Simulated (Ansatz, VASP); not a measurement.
**C: VASP beside Ansatz**

File INCAR:

```
ALGO     = Normal         # electronic algorithm
EDIFF    = 1E-7           # SCF threshold, eV
ENCUT    = 520            # plane-wave cutoff, eV
GGA      = PS             # functional
ISIF     = 2              # what is computed and relaxed
ISMEAR   = -1             # smearing method
LASPH    = True           # aspherical terms in the spheres
LCHARG   = True           # write CHGCAR
LELF     = True           # ELF
LREAL    = False          # projectors in reciprocal space
LVHAR    = True         
LWAVE    = False          # write WAVECAR
NBANDS   = 11             # bands
NELM     = 80             # most SCF steps
PREC     = Accurate       # precision mode
SIGMA    = 0.1            # smearing width, eV
```

The input KPOINTS:

```
k-points
0
Gamma
  16 16 10
```

POSCAR

```
C
1.0
    2.1273200000     -1.2282820000      0.0000000000
    2.1273200000      1.2282820000      0.0000000000
   -1.3790700000      0.0000000000      3.5553724500
C
2
Direct
    0.8333560000      0.8333560000      0.0000930000
    0.1666440000      0.1666440000      0.9999070000
```

Input for Ansatz:

```yaml
crystal:
  lattice:
    - [2.12732, -1.228282, 0.0]
    - [2.12732, 1.228282, 0.0]
    - [-1.37907, 0.0, 3.5553724499999997]
  atoms:
    - { symbol: C, position: [0.833356, 0.833356, 9.3e-05] }
    - { symbol: C, position: [0.166644, 0.166644, 0.999907] }
basis:
  ecutwfc: 462.593566181796
kpoints:
  mp_grid:
    grid: [16, 16, 10]
hamiltonian:
  xc: pbesol
  pseudopotentials:
    kind: paw
scf:
  occupations:
    method: fermi_dirac
    width: 0.1
output:
  stress: true
```

Alike in both runs: task single point; functional PBEsol; k mesh 16 × 16 × 10; occupations fermi-dirac, width 0.1 eV; no spin polarisation.

```csv
,VASP,Ansatz
version,VASP 6.6.1,Ansatz 0.2.0
potentials or method,"VASP PAW PBE potentials, release 64 (C), cutoff 520 eV","plane waves, PAW"
valence electrons in the cell,8,8
```

|  | VASP | Ansatz | Ansatz less VASP |
| --- | --- | --- | --- |
| pressure (GPa) | 1.5 | 0.8 | -0.63 |
| traceless stress, the component that is largest in VASP (GPa) | -1.26 | -0.56 | +0.702 |

VASP's potentials were made for PBE, not for PBEsol. The functional is the same, so the differences come from potentials, cutoffs and numerics.
